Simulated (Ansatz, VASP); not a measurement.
Ni: VASP beside Ansatz

File INCAR:

```
SYSTEM = Ni
PREC = Accurate
ENCUT = 520
EDIFF = 1E-7
ISMEAR = -1
SIGMA = 0.05
LREAL = .FALSE.
LASPH = .TRUE.
NELM = 150
ALGO = Normal
ISIF = 2
LWAVE = .FALSE.
LCHARG = .FALSE.
ISPIN = 2
MAGMOM = 1 1 1 1 1 1
LORBIT = 11
LMAXMIX = 4
LDIPOL = .TRUE.
IDIPOL = 3
DIPOL = 0.5 0.5 0.500
GGA = PE
NBANDS = 43
```

The input KPOINTS:

```
Automatic mesh
0
G
  19 19 1
  0 0 0
```

File POSCAR:

```
Ni
1.0
    2.4880369134      0.0000000000      0.0000000000
   -1.2440184567      2.1547031725      0.0000000000
    0.0000000000      0.0000000000     17.0974000000
Ni
6
Direct
    0.1666666667      0.3333333333      0.2047090529
    0.5000000000      1.0000000000      0.3218757205
    0.8333333333      0.6666666667      0.4405152161
    0.1666666667      0.3333333333      0.5594796692
    0.5000000000      1.0000000000      0.6781214222
    0.8333333333      0.6666666667      0.7952909471
```

Input for Ansatz:

```yaml
crystal:
  lattice:
    - [2.4880369134, 0.0, 0.0]
    - [-1.2440184567, 2.1547031725, 0.0]
    - [0.0, 0.0, 17.0974]
  atoms:
    - { symbol: Ni, position: [0.1666666667, 0.3333333333, 0.2047090529], spin: 1.0 }
    - { symbol: Ni, position: [0.5, 1.0, 0.3218757205], spin: 1.0 }
    - { symbol: Ni, position: [0.8333333333, 0.6666666667, 0.4405152161], spin: 1.0 }
    - { symbol: Ni, position: [0.1666666667, 0.3333333333, 0.5594796692], spin: 1.0 }
    - { symbol: Ni, position: [0.5, 1.0, 0.6781214222], spin: 1.0 }
    - { symbol: Ni, position: [0.8333333333, 0.6666666667, 0.7952909471], spin: 1.0 }
magnetization:
  spin_polarized: true
kpoints:
  mp_grid: { grid: [19, 19, 1] }
scf:
  occupations: { method: fermi_dirac, width: 0.05 }
hamiltonian:
  xc: pbe
  pseudopotentials: { kind: paw }
output:
  forces: true
  stress: true
  eigenvalues: true
efield:
  axis: 3
  amplitude: 0
  dipole_correction: true
```

Alike in both runs: task single point; functional PBE; k mesh 19 × 19 × 1; occupations fermi-dirac, width 0.05 eV; collinear spin.

```csv
,VASP,Ansatz
version,VASP 6.6.1,Ansatz 0.2.0
potentials or method,"VASP PAW PBE potentials, release 64 (Ni)","PAW with Ansatz's default frozen-core files, scalar-relativistic"
plane-wave cutoff (eV),520,420
valence electrons in the cell,60,108
```

VASP gave:

* net moment per atom (μB): 0.65
* size of the moment on the site where the two differ most (μB): 0.67

**Question.** Estimate Ansatz's values.

**Answer.** net moment per atom (μB): 0.66; size of the moment on the site where the two differ most (μB): 0.72.

Site moments also hang on the region over which each program counts them. VASP's potentials hold 60 valence electrons a cell and Ansatz's 108, so a difference there can come from the potentials and not from the codes. Ansatz's warnings: vacuum density over bound.
